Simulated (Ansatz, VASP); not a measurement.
Mn in VASP and in Ansatz

INCAR

```
PREC = Accurate ; ENCUT = 520
EDIFF = 1E-7 ; ISMEAR = -1
SIGMA = 0.1 ; LREAL = F
LASPH = T ; NELM = 100
ALGO = Normal ; ISIF = 2
LWAVE = F ; LCHARG = F
GGA = CA ; NBANDS = 34
```

The input KPOINTS:

```
Automatic mesh
0
Gamma
  17 17 5
```

The input POSCAR:

```
Mn
1.0
    2.4340047625      0.0000000000      0.0000000000
   -1.2170023812      2.1079099573      0.0000000000
    0.0000000000      0.0000000000      7.8377764739
Mn
4
Direct
    1.0000000000      0.0000000000      1.0000000000
    1.0000000000      1.0000000000      0.5000000000
    0.3333333333      0.6666666667      0.2500000000
    0.6666666667      0.3333333333      0.7500000000
```

Input for Ansatz:

```yaml
crystal:
  lattice:
    - [2.4340047625, 0.0, 0.0]
    - [-1.2170023812, 2.1079099573, 0.0]
    - [0.0, 0.0, 7.8377764739]
  atoms:
    - { symbol: Mn, position: [1.0, 0.0, 1.0] }
    - { symbol: Mn, position: [1.0, 1.0, 0.5] }
    - { symbol: Mn, position: [0.3333333333, 0.6666666667, 0.25] }
    - { symbol: Mn, position: [0.6666666667, 0.3333333333, 0.75] }
hamiltonian:
  xc: lda
  pseudopotentials:
    kind: paw
    azcp:
      Mn: "pseudopotentials/Mn.paw.azcp"
basis:
  ecutwfc: 420
  fft_grid_basis: typed
kpoints:
  mp_grid: { grid: [17, 17, 5], shift: [0, 0, 0] }
magnetization:
  spin_polarized: false
scf:
  occupations: { method: fermi_dirac, width: 0.1 }
  lower_state_search: "off"
output:
  stress: true
```

Alike in both runs: task single point; functional LDA; k mesh 17 × 17 × 5; occupations fermi-dirac, width 0.1 eV; no spin polarisation.

|  | VASP | Ansatz |
| --- | --- | --- |
| version | VASP 6.6.1 | Ansatz 0.2.0 |
| potentials or method | VASP PAW LDA potentials, release 64 (Mn_pv), cutoff 520 eV | plane waves (420 eV) with PAW, scalar-relativistic |
| valence electrons in the cell | 52 | 60 |

|  | VASP | Ansatz | Ansatz less VASP |
| --- | --- | --- | --- |
| pressure (GPa) | 0.4 | -0.1 | -0.43 |
| traceless stress, the component that is largest in VASP (GPa) | -0.15 | -0.07 | +0.085 |

Ansatz warns that its potentials were made for another functional, while VASP's fit it. LDA's correlation is that of Perdew and Zunger in VASP and of Perdew and Wang (1992) in Ansatz. VASP's potentials hold 52 valence electrons a cell and Ansatz's 60, so a difference there can come from the potentials and not from the codes.
